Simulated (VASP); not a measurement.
Runs of VASP 6.6.1 on Yb. The structure is that of space group Pm-3m (No. 221), or close to it. The cells are those of the table. 

```tsv
cell	k mesh	gap on the mesh (eV)	pressure (GPa)
a = 3.155 Å, 1 atom	11 × 11 × 11	none	(a)
a = 3.292 Å, 1 atom	11 × 11 × 11	none	0.0
a = 3.292 Å, 1 atom	9 × 9 × 9	none	-0.2
a = 3.378 Å, 1 atom	11 × 11 × 11	none	(c)
a = 3.419 Å, 1 atom	11 × 11 × 11	none	-1.5
a = 3.336 Å, 1 atom	11 × 11 × 11	none	-1.4
a = 3.248 Å, 1 atom	11 × 11 × 11	none	(b)
a = 3.202 Å, 1 atom	11 × 11 × 11	none	0.2
```

Alike in all rows: task single point; level r2SCAN; potentials or basis VASP PAW PBE potentials, release 64 (Yb); no spin polarisation; cutoff (eV) 520; smearing fermi-dirac 0.1 eV.

Task: Fill in the values left out.

Result: (a) 1.6; (b) 0.4; (c) 2.0.

Caveats: the PAW data sets were made with another functional, which shifts forces and pressure a little; spin-orbit coupling is left out, which moves the levels of the heavy elements.

A k mesh can miss the band edges, and the runs leave out spin-orbit coupling on Yb.

A gap of «none» marks levels without a gap at the run's occupations.
